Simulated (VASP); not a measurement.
# F (C2/c) in VASP: a series of runs

Runs on F. Level: r2SCAN. Tasks: single point.

All numbers are computed with VASP 6.6.1; they aren't measurements. Logs are shortened: lines on timing, memory, paths and dates and some standing lists are left out, and cuts for length are marked.

### Step 1. The cell of the first run

It takes space group C2/c (No. 15, monoclinic). The conventional cell has a = 4.922 Å, b = 3.261 Å, c = 6.483 Å, α = 90.00°, β = 90.21°, γ = 90.00°. Within 1.9 Å of F (site symmetry 1) lie 1 F at 1.40 Å.

### Step 2. Single point, r2SCAN

The input, POSCAR:

```
F
1.0
    2.4590858950     -1.6304914466      0.1027353268
    2.4590858950      1.6304914466      0.1027353268
   -0.2949167430      0.0000000000      6.4767010582
F
4
Direct
    0.5962741259      0.9035515052      0.5965946784
    0.0964484948      0.4037258741      0.9034053216
    0.4037258741      0.0964484948      0.4034053216
    0.9035515052      0.5962741259      0.0965946784
```

The input, INCAR.step1:

```
SYSTEM = F
PREC = Accurate
ENCUT = 520
ISMEAR = 0
SIGMA = 0.01
LREAL = .FALSE.
LASPH = .TRUE.
NELM = 60
NBANDS = 22
GGA = PE
ALGO = Normal
EDIFF = 1E-4
LWAVE = .TRUE.
LCHARG = .FALSE.
```

The input, INCAR.step2:

```
SYSTEM = F
PREC = Accurate
ENCUT = 520
EDIFF = 1E-6
ISMEAR = 0
SIGMA = 0.01
LREAL = .FALSE.
LASPH = .TRUE.
NELM = 60
ALGO = Normal
ISIF = 2
LWAVE = .FALSE.
LCHARG = .FALSE.
METAGGA = R2SCAN
LMIXTAU = .TRUE.
NBANDS = 22
ISTART = 1
```

The input, KPOINTS:

```
regular mesh
0
G
  10 10 4
  0 0 0
```

Potentials or basis: VASP PAW PBE potentials, release 64 (F).

Command:

```
cat potpaw_PBE.64/F/POTCAR > POTCAR
cp INCAR.step1 INCAR
mpirun -np 1 vasp_std > vasp.out
cp INCAR.step2 INCAR
mpirun -np 1 vasp_std > vasp.out
```

OUTCAR:

```text
SYSTEM = F
   PREC = Accurate
   ENCUT = 520
   EDIFF = 1E-6
   ISMEAR = 0
   LREAL = .FALSE.
   LASPH = .TRUE.
   NELM = 60
   ISIF = 2
   METAGGA = R2SCAN
   ISTART = 1

 ion  position               nearest neighbor table
   1  0.596  0.904  0.597-   3 1.40
   2  0.096  0.404  0.903-   4 1.40
   3  0.404  0.096  0.403-   1 1.40
   4  0.904  0.596  0.097-   2 1.40

  LATTYP: Found a base centered monoclinic cell.
 ALAT       =     4.9224619801
 B/A-ratio  =     0.6624698995
 C/A-ratio  =     1.3171076035
 COS(beta)  =    -0.0037500124

  Lattice vectors:

 A1 = (   2.4590858950,  -1.6304914466,   0.1027353268)
 A2 = (   2.4590858950,   1.6304914466,   0.1027353268)
 A3 = (  -0.2949167430,   0.0000000000,   6.4767010582)

Analysis of symmetry for initial positions (statically):
=====================================================================
 Subroutine PRICEL returns:
 Original cell was already a primitive cell.

 Routine SETGRP: Setting up the symmetry group for a
 base centered monoclinic supercell.

 Subroutine GETGRP returns: Found  4 space group operations
 (whereof  2 operations were pure point group operations)
 out of a pool of  4 trial point group operations.

The static configuration has the point symmetry S_2 .
 The point group associated with its full space group is C_2h.

Analysis of symmetry for dynamics (positions and initial velocities):
=====================================================================
 Subroutine PRICEL returns:
 Original cell was already a primitive cell.

 Routine SETGRP: Setting up the symmetry group for a
 base centered monoclinic supercell.

 Subroutine GETGRP returns: Found  4 space group operations
 (whereof  2 operations were pure point group operations)
 out of a pool of  4 trial point group operations.

The dynamic configuration has the point symmetry S_2 .
 The point group associated with its full space group is C_2h.

 Subroutine INISYM returns: Found  4 space group operations
 (whereof  2 operations are pure point group operations),
 and found     1 'primitive' translations

----------------------------------------------------------------------------------------

                                     Primitive cell

[... 90 lines left out ...]
   LSORBIT =      F    spin-orbit coupling
   LASPH  =      T    aspherical Exc in radial PAW
   ENCUT  =  520.0 eV  38.22 Ry    6.18 a.u.   5.49  5.49 12.05*2*pi/ulx,y,z
   NELM   =     60;   NELMIN=  2; NELMDL=  0     # of ELM steps
   EDIFF  = 0.1E-05   stopping-criterion for ELM
   LREAL  =      F    real-space projection
   EDIFFG = 0.1E-04   stopping-criterion for IOM
   NSW    =      0    number of steps for IOM
   IBRION =     -1    ionic relax: 0-MD 1-quasi-New 2-CG
   NFREE  =      0    steps in history (QN), initial steepest desc. (CG)
   ISIF   =      2    stress and relaxation
   ISYM   =      2    0-nonsym 1-usesym 2-fastsym
   POTIM  = 0.5000    time-step for ionic-motion
   TEBEG  =    0.0;   TEEND  =   0.0 temperature during run
   PSTRESS=    0.0 pullay stress
   NELECT =      28.0000    total number of electrons
   NUPDOWN=      -1.0000    fix difference up-down
   EMIN   =  10.00;   EMAX   =-10.00  energy-range for DOS
   EFERMI =   0.00;   METHOD = LEGACY
   ISMEAR =     0;   SIGMA  =   0.01  broadening in eV -4-tet -1-fermi 0-gaus
   EFERMI_NEDOS =   21; number of points for ismear=-14 and -15
   IALGO  =     38    algorithm
   IMIX   =      4    mixing-type and parameters
     AMIX     =   0.40;   BMIX     =  1.00
     AMIX_MAG =   1.60;   BMIX_MAG =  1.00
  volume/ion in A,a.u.               =      13.01        87.79
  Fermi-wavevector in a.u.,A,eV,Ry     =   1.331559  2.516281 24.123794  1.773049
  Thomas-Fermi vector in A             =   2.460561
   LORBIT       =      0    0 simple, 1 ext, 2 COOP (PROOUT), +10 PAW based schemes
   METAGGA = R2SCAN    functional components
   LHFCALC =     F    Hartree Fock is set to
   AEXX    =    0.0000 exact exchange contribution
   IVDW    =     0    specifies the selected vdW correction
   LEPSILON=     F    determine dielectric tensor
   LRPA    =     F    only Hartree local field effects (RPA)
 non-spin polarized calculation
 Gauss-broadening in eV      SIGMA  =   0.01
  energy-cutoff  :      520.00
  volume of cell :       52.04
 maximum number of plane-waves:      1418
 NGX is ok and might be reduce to    24
   NGX = 11   NGY = 11   NGZ = 25

 number of electron      28.0000014 magnetization

 Free energy of the ion-electron system (eV)
  ---------------------------------------------------
  ext. energy  EPLUGINS =         0.00000000
  ---------------------------------------------------
  free energy    TOTEN  =       -12.45607940 eV

  energy without entropy =      -12.45607940  energy(sigma->0) =      -12.45607940

 E-fermi :  -4.7506     XC(G=0):  -8.9900

 val. band max:       -4.8332074646   @ k =   0.0000   0.0000   0.0000
 cond. band min:      -1.0782682840   @ k =   0.0000   0.0000   0.0000
 fundamental gap:      3.7549391806
 Fermi energy:        -4.7506353247

 k-point     1 :       0.0000    0.0000    0.0000
  band No.  band energies     occupation
      1     -31.2426      2.00000
      2     -31.0452      2.00000
      3     -24.6486      2.00000
      4     -24.1101      2.00000
      5     -11.5171      2.00000
      6     -10.4607      2.00000
[... 589 lines left out ...]
     21      15.0455      0.00000
     22      16.0958      0.00000

 [... further k-points ...]

------------------------ aborting loop because EDIFF is reached ----------------------------------------

  FORCE on cell =-STRESS in cart. coord.  units (eV):
  Direction    XX          YY          ZZ          XY          YZ          ZX
  --------------------------------------------------------------------------------------
  -------------------------------------------------------------------------------------
  Total        0.0351654      0.3281613      1.2310239      0.0000000      0.0000000     -0.0504453
  in kB        1.0827405     10.1040733     37.9031764      0.0000000      0.0000000     -1.5532103
  external PRESSURE =      16.3633301 kB  Pullay stress =       0.0000000 kB

 VOLUME and BASIS-vectors are now :
 -----------------------------------------------------------------------------
  energy-cutoff  :      520.00
  volume of cell :       52.04
      direct lattice vectors                 reciprocal lattice vectors
     2.459085895 -1.630491447  0.102735327     0.202941520 -0.306656009  0.009240947
     2.459085895  1.630491447  0.102735327     0.202941520  0.306656009  0.009240947
    -0.294916743  0.000000000  6.476701058    -0.006438235  0.000000000  0.154106427

 POSITION                                       TOTAL-FORCE (eV/Angst)
 -----------------------------------------------------------------------------------
      3.51225      0.50101      4.01805        -0.020612     -0.242397      0.487068
      0.96354      0.50101      5.90247         0.020612     -0.242397     -0.487068
      1.11100     -0.50101      2.66412         0.020612      0.242397     -0.487068
      3.65971     -0.50101      0.77970        -0.020612      0.242397      0.487068
 -----------------------------------------------------------------------------------
    total drift:                                0.000000     -0.000000     -0.000000

  FREE ENERGIE OF THE ION-ELECTRON SYSTEM (eV)
  ---------------------------------------------------
  free  energy   TOTEN  =       -12.4560793971 eV

  energy  without entropy=      -12.4560793971  energy(sigma->0) =      -12.45607940
```

OUTCAR.step1:

```text
SYSTEM = F
   PREC = Accurate
   ENCUT = 520
   ISMEAR = 0
   LREAL = .FALSE.
   LASPH = .TRUE.
[... 834 lines left out ...]
      0.96354      0.50101      5.90247         0.040098     -0.436734     -0.906731
      1.11100     -0.50101      2.66412         0.040098      0.436734     -0.906731
      3.65971     -0.50101      0.77970        -0.040098      0.436734      0.906731
 -----------------------------------------------------------------------------------
    total drift:                                0.000000     -0.000000     -0.000000

  FREE ENERGIE OF THE ION-ELECTRON SYSTEM (eV)
  ---------------------------------------------------
  free  energy   TOTEN  =        -7.1583690162 eV

  energy  without entropy=       -7.1583690162  energy(sigma->0) =       -7.15836902
```

Run time: 3.7 min. Hardware: 1 thread of AMD EPYC 9R45 (Zen 5), shared host; peak memory 0.19 GiB.

Results:

```
Free energy            : -12.4561 eV
Pressure               : 1.6 GPa
Largest force          : 0.544 eV/Å
Band gap on the k mesh : 3.75 eV
```

Forces in eV/Å, atoms in the order of the input:
```
F   -0.021 -0.242  0.487
F    0.021 -0.242 -0.487
F    0.021  0.242 -0.487
F   -0.021  0.242  0.487
```

Caveat: the PAW data sets were made with another functional, which shifts forces and pressure a little.

(Part 1 of 2 ends here.)
